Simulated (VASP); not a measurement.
Write the native input for VASP 6.6.1 that does the following.

```yaml
Task: single point
Functional: r2SCAN
Potentials_or_basis: VASP PAW PBE potentials, release 64 (B, N)
Cutoff: 520 eV
k_mesh: 12 × 12 × 4
Occupations: gaussian, width 0.05 eV
Spin: no spin polarisation
Dipole_correction: no
Further_INCAR_settings: ALGO = Normal; EDIFF = 1e-06; NBANDS = 16
```

BN:

```
CELL_PARAMETERS angstrom
2.57146 0.00000 0.00000
-1.28573 2.22695 0.00000
0.00000 0.00000 6.50247
ATOMIC_POSITIONS crystal
B 0.33333 0.66667 0.25000
B 0.66667 0.33333 0.75000
N 0.33333 0.66667 0.75000
N 0.66667 0.33333 0.25000
```

This cell differs from its parent crystal: ratio of the length along z to the lengths across it x 0.92, volume and fractional coordinates fixed.

These files were run (other wordings do the same):

POSCAR

```
BN
1.0
    2.5714621072      0.0000000000      0.0000000000
   -1.2857310536      2.2269515097      0.0000000000
    0.0000000000      0.0000000000      6.5024690411
B N
2 2
Direct
    0.3333333333      0.6666666667      0.2500000000
    0.6666666667      0.3333333333      0.7500000000
    0.3333333333      0.6666666667      0.7500000000
    0.6666666667      0.3333333333      0.2500000000
```

INCAR.step1

```
SYSTEM = BN
  PREC = Accurate
  ENCUT = 520
  ISMEAR = 0
  SIGMA = 0.05
  LREAL = .False.
  LASPH = .True.
  NELM = 60
  NBANDS = 16
  GGA = PE
  ALGO = Normal
  EDIFF = 1E-4
  LWAVE = .True.
  LCHARG = .False.
```

INCAR.step2

```
SYSTEM = BN
  PREC = Accurate
  ENCUT = 520
  EDIFF = 1E-6
  ISMEAR = 0
  SIGMA = 0.05
  LREAL = .False.
  LASPH = .True.
  NELM = 60
  ALGO = Normal
  ISIF = 2
  LWAVE = .False.
  LCHARG = .False.
  METAGGA = R2SCAN
  LMIXTAU = .True.
  NBANDS = 16
  ISTART = 1
```

KPOINTS

```
regular mesh
0
Gamma
  12 12 4
  0 0 0
```

Potentials or basis: VASP PAW PBE potentials, release 64 (B, N).

Command:

```console
$ cat potpaw_PBE.64/B/POTCAR potpaw_PBE.64/N/POTCAR > POTCAR
$ cp INCAR.step1 INCAR
$ mpirun -np 1 vasp_std > vasp.out
$ cp INCAR.step2 INCAR
$ mpirun -np 1 vasp_std > vasp.out
```

It gave:

The pressure is -17.7 GPa and the band gap on the k mesh is 4.67 eV, indirect (least direct gap 5.02 eV).

Caveat: the PAW data sets were made with another functional, which shifts forces and pressure a little.

Wall time 59 s on 1 thread of Intel(R) Xeon(R) 6975P-C (Granite Rapids), on a shared host, peak memory 0.16 GiB.
